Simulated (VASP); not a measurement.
A run of VASP 6.6.1 is set up as follows.

POSCAR

```
CsSnI3
1.0
    6.2414907048      0.0000000000      0.0000000000
    0.0000000000      6.2414907048      0.0000000000
    0.0000000000      0.0000000000      6.1790757978
Cs Sn I
1 1 3
Direct
    0.0000000000      0.0000000000      0.0000000000
    0.5000000000      0.5000000000      0.5000000000
    0.5000000000      0.5000000000      0.0000000000
    0.5000000000      0.0000000000      0.5000000000
    0.0000000000      0.5000000000      0.5000000000
```

File INCAR.step1:

```
PREC = Accurate
ENCUT = 520
ISMEAR = 0
SIGMA = 0.01
LREAL = F
LASPH = T
NELM = 100
NBANDS = 30
GGA = PE
ALGO = Normal
EDIFF = 1E-4
LWAVE = T
LCHARG = F
```

File INCAR.step2:

```
PREC = Accurate
ENCUT = 520
EDIFF = 1E-6
ISMEAR = 0
SIGMA = 0.01
LREAL = F
LASPH = T
NELM = 100
ALGO = Normal
ISIF = 2
LWAVE = F
LCHARG = F
METAGGA = R2SCAN
LMIXTAU = T
NBANDS = 30
ISTART = 1
```

The input KPOINTS:

```
regular mesh
0
Gamma
  4 4 4
```

Potentials or basis: VASP PAW PBE potentials, release 64 (Cs_sv, Sn_d, I).

The run is started by

```bash
$ cat potpaw_PBE.64/Cs_sv/POTCAR potpaw_PBE.64/Sn_d/POTCAR potpaw_PBE.64/I/POTCAR > POTCAR
$ cp INCAR.step1 INCAR
$ mpirun -np 1 vasp_std > vasp.out
$ cp INCAR.step2 INCAR
$ mpirun -np 1 vasp_std > vasp.out
```

(1) What does it give for the band gap on the k mesh?

(2) Estimate the pressure.

Results:

(1) 0.43 eV.

(2) 0.2 GPa.

Caveat: the cell differs from its parent crystal (uniaxial z strain -1.0%); semilocal functionals underestimate gaps, and a narrow one can read as zero; the PAW data sets were made with another functional, which shifts forces and pressure a little; spin-orbit coupling is left out, which moves the levels of the heavy elements.
